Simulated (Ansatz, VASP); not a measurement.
Ge in VASP and in Ansatz

```
Ge
1.0
     0.00000    2.83788    2.83788
     2.83788    0.00000    2.83788
     2.83788    2.83788    0.00000
Ge
2
Direct
  0.00000 0.00000 0.00000
  0.25000 0.25000 0.25000
```

Alike in both runs: functional PBEsol; k mesh 14 × 14 × 14; occupations gaussian, width 0.1 eV; no spin polarisation.

Ansatz relaxed the structure, and its values are those at the end. VASP's run is a single point on that final structure, the one shown.

|  | VASP | Ansatz |
| --- | --- | --- |
| version | VASP 6.6.1 | Ansatz 0.2.0 |
| potentials or method | VASP PAW PBE potentials, release 64 (Ge_d), cutoff 520 eV | scalar-relativistic, plane waves, PAW |
| valence electrons in the cell | 28 | 28 |

VASP gave:

- gap on the k mesh at the Fermi level (eV): none
- pressure (GPa): -0.4

**Question.** Estimate Ansatz's values.

**Answer.** gap on the k mesh at the Fermi level (eV): none; pressure (GPa): 0.0.

VASP's potentials were made for PBE, not for PBEsol. A gap of «none» marks a metal or a gap that the smearing closes.
